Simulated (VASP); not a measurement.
Wanted: the native input for a VASP 6.6.1 run.

- Task: single point
- Functional: PBE
- Potentials or basis: VASP PAW PBE potentials, release 64 (Tm_3, H, Os), 4f in core
- Cutoff: 600 eV
- k mesh: 6 × 6 × 6
- Occupations: gaussian, width 0.2 eV
- Spin: no spin polarisation
- Dipole correction: no
- Mended: yes
- Further INCAR settings: ALGO = Normal; EDIFF = 1e-06; NBANDS = 16

The structure of TmHOs lies in POSCAR:

```
TmHOs
1.0
    3.2719288869      0.0000000000      0.0000000000
   -1.6359644434      2.8335735354      0.0000000000
    0.0000000000      0.0000000000      4.5245453581
Tm H Os
1 1 1
Direct
    0.6666666667      0.3333333333      0.0000000000
    0.0000000000      0.0000000000      0.5000000000
    0.3333333333      0.6666666667      0.5000000000
```

The cell was built from a structure type or drawn by symmetry, and may not be a known phase.

One way to write it, as run:

INCAR

```
SYSTEM = TmHOs
PREC = Accurate
ENCUT = 600
EDIFF = 1E-6
ISMEAR = 0
SIGMA = 0.2
LREAL = .FALSE.
LASPH = .TRUE.
NELM = 200
ALGO = Normal
ISIF = 2
LWAVE = .FALSE.
LCHARG = .TRUE.
GGA = PE
LELF = .TRUE.
LVHAR = .TRUE.
NBANDS = 16
GGA_COMPAT = .FALSE.
LMAXMIX = 6
```

KPOINTS

```
Automatic mesh
0
G
  6 6 6
  0 0 0
```

Potentials or basis: VASP PAW PBE potentials, release 64 (Tm_3, H, Os), 4f in core.

Launch:

```console
$ cat potpaw_PBE.64/Tm_3/POTCAR potpaw_PBE.64/H/POTCAR potpaw_PBE.64/Os/POTCAR > POTCAR
$ mpirun -np 1 vasp_std > vasp.out
```

It gave:

| Item | Value |
| --- | --- |
| Pressure | 1.1 GPa |
| Band gap on the k mesh | zero (bands 9 and 10 overlap by 2.05 eV) |

Caveat: the k points lie up to 0.37 Å⁻¹ apart, too coarse for converged energies and pressures of a metal; spin-orbit coupling is left out, which moves the levels of the heavy elements; the 4f electrons are frozen in the core, so they carry no moment and show no levels.

It took 17 s on 1 thread of Intel(R) Xeon(R) Platinum 8488C (Sapphire Rapids) (shared host), peak memory 0.19 GiB.
